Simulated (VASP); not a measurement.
Wanted: the native input for a VASP 6.6.1 run.

```
Task                   : single point
Functional             : PBE
Potentials or basis    : VASP PAW PBE potentials, release 64 (Be, Pd)
Cutoff                 : 520 eV
k mesh                 : 6 × 6 × 6
Occupations            : gaussian, width 0.1 eV
Spin                   : no spin polarisation
Dipole correction      : no
Further INCAR settings : ALGO = Fast; EDIFF = 1e-07; NBANDS = 23
```

The structure of Be2Pd lies in POSCAR:

```
Be2Pd
1.0
   -2.7153649021      2.7153649021      2.6509846175
    2.7153649021     -2.7153649021      2.6509846175
    2.7153649021      2.7153649021     -2.6509846175
Be Pd
4 2
Direct
    0.7500028070      0.2500028070      1.0000056139
    0.2500028070      0.2499971930      0.5000000000
    0.2499971930      0.7499971930     -0.0000056139
    0.7499971930      0.7500028070      0.5000000000
    0.2500000000      0.2500000000      0.0000000000
    0.7500000000      0.7500000000      0.0000000000
```

One way to write it, as run:

INCAR

```
  PREC = Accurate
  ENCUT = 520
  EDIFF = 1E-7
  ISMEAR = 0
  SIGMA = 0.1
  LREAL = F
  LASPH = T
  NELM = 60
  ALGO = Fast
  ISIF = 2
  LWAVE = F
  LCHARG = F
  GGA = PE
  NBANDS = 23
```

KPOINTS

```
Automatic mesh
0
Gamma
  6 6 6
```

Potentials or basis: VASP PAW PBE potentials, release 64 (Be, Pd).

Run with:

```console
$ cat potpaw_PBE.64/Be/POTCAR potpaw_PBE.64/Pd/POTCAR > POTCAR
$ mpirun -np 1 vasp_std > vasp.out
```

Results of the run:

```
Pressure               : 0.0 GPa
Band gap on the k mesh : zero (bands 14 and 15 overlap by 0.73 eV)
```

Run time: 66 s on 1 thread of AMD EPYC 7R43 64-Core Processor (Zen 3) (shared host), peak memory 0.19 GiB.
